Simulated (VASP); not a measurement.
A run of VASP 6.6.1:

File INCAR:

```
ALGO = Normal
EDIFF = 1E-7
ENCUT = 520
GGA = PE
ISIF = 2
ISMEAR = -1
LASPH = T
LCHARG = F
LREAL = F
LWAVE = F
NBANDS = 26
NELM = 80
PREC = Accurate
SIGMA = 0.02
```

File KPOINTS:

```
k-points
0
Gamma
  6 6 4
```

POSCAR

```
CdSe
1.0
    4.0220845692      0.0000000000      0.0000000000
   -2.0110422846      3.4832274131      0.0000000000
    0.0000000000      0.0000000000      6.6294753853
Cd Se
2 2
Direct
    0.0000000000      0.0000000000      0.0000000000
    0.0000000000      0.0000000000      0.5000000000
    0.3333333333      0.6666666667      0.2500000000
    0.6666666667      0.3333333333      0.7500000000
```

Potentials or basis: VASP PAW PBE potentials, release 64 (Cd, Se).

Run with:

```console
$ cat potpaw_PBE.64/Cd/POTCAR potpaw_PBE.64/Se/POTCAR > POTCAR
$ mpirun -np 1 vasp_std > vasp.out
```

Hardware: 1 thread of AMD EPYC 9R14 (Zen 4), with other jobs on the host.

**Question.** How long does it take, and how much memory?

**Answer.** It took 54 s on 1 thread of AMD EPYC 9R14 (Zen 4), with other jobs on the host, peak memory 0.18 GiB. Counts: scf iterations 14, k points 21.
